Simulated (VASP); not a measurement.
Here is a VASP 6.6.1 calculation.

File INCAR:

```
SYSTEM = In
ALGO = Normal ; EDIFF = 1E-7
ENCUT = 520 ; GGA = PE
ISIF = 2 ; ISMEAR = -1
LASPH = .TRUE. ; LCHARG = .TRUE.
LELF = .TRUE. ; LREAL = .FALSE.
LVHAR = .TRUE. ; LWAVE = .FALSE.
NBANDS = 20 ; NELM = 60
PREC = Accurate ; SIGMA = 0.08
```

Contents of KPOINTS:

```
k-points
0
G
  13 13 7
  0 0 0
```

The input POSCAR:

```
In
1.0
    3.1076893982      0.0000000000      0.0000000000
   -1.5538446991      2.6913379659      0.0000000000
    0.0000000000      0.0000000000      4.9822519102
In
2
Direct
    0.3333333333      0.6666666667      0.2500000000
    0.6666666667      0.3333333333      0.7500000000
```

Potentials or basis: VASP PAW PBE potentials, release 64 (In_d).

Command:

```sh
$ cat potpaw_PBE.64/In_d/POTCAR > POTCAR
$ mpirun -np 1 vasp_std > vasp.out
```

Q: What does it give for the band gap on the k mesh?

A: Zero (band 13 reaches 14.05 eV, above the bottom of band 14 at 7.85 eV).

Q: Estimate the pressure.

A: 20.3 GPa.

Caveat: spin-orbit coupling is left out, which moves the levels of the heavy elements.
